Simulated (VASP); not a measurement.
## ZnS: single point with PBE

The system is ZnS.

```
Zn S
1.0
     3.76372    0.00000    0.00000
    -1.88186    3.25947    0.00000
     0.00000    0.00000    6.58086
Zn S
2 2
Direct
  0.33333 0.66667 0.00520
  0.66667 0.33333 0.50520
  0.33333 0.66667 0.40624
  0.66667 0.33333 0.90624
```

This cell differs from its parent crystal: atoms shifted along a free coordinate, c/a of the conventional cell at fixed volume 1.7485.

```
Program                : VASP 6.6.1
Task                   : single point
Functional             : PBE
Potentials or basis    : VASP PAW PBE potentials, release 64 (Zn, S)
Cutoff                 : 520 eV
k mesh                 : 9 × 9 × 4
Occupations            : gaussian, width 0.05 eV
Spin                   : no spin polarisation
Dipole correction      : no
Further INCAR settings : ALGO = Normal; EDIFF = 1e-07; NBANDS = 26
```

| Quantity | Value |
| --- | --- |
| Pressure | 2.8 GPa |
| Largest force | 0.686 eV/Å |
| Band gap on the k mesh | 2.15 eV |

Forces in eV/Å, atoms in the order of the input:
```
Zn   0.000  0.000  0.686
Zn   0.000  0.000  0.686
S    0.000  0.000 -0.686
S    0.000  0.000 -0.686
```

Stress tensor (GPa, compression positive):
```
 6.06  0.00  0.00
 0.00  6.06  0.00
 0.00  0.00 -3.78
```

Levels at points of the mesh, in eV from the valence-band top:
| k point | band 16 | band 17 | band 18 | band 19 | band 20 | band 21 |
| --- | --- | --- | --- | --- | --- | --- |
| (0.00, 0.00, 0.00) | -0.21 | 0.00 | 0.00 | 2.15 | 3.24 | 6.14 |
| (0.00, 0.00, 0.50) | -0.29 | -0.29 | -0.29 | 3.54 | 3.54 | 6.48 |

It took 120 s on 1 thread of Intel Xeon 8259CL, on a shared host, peak memory 0.22 GiB.
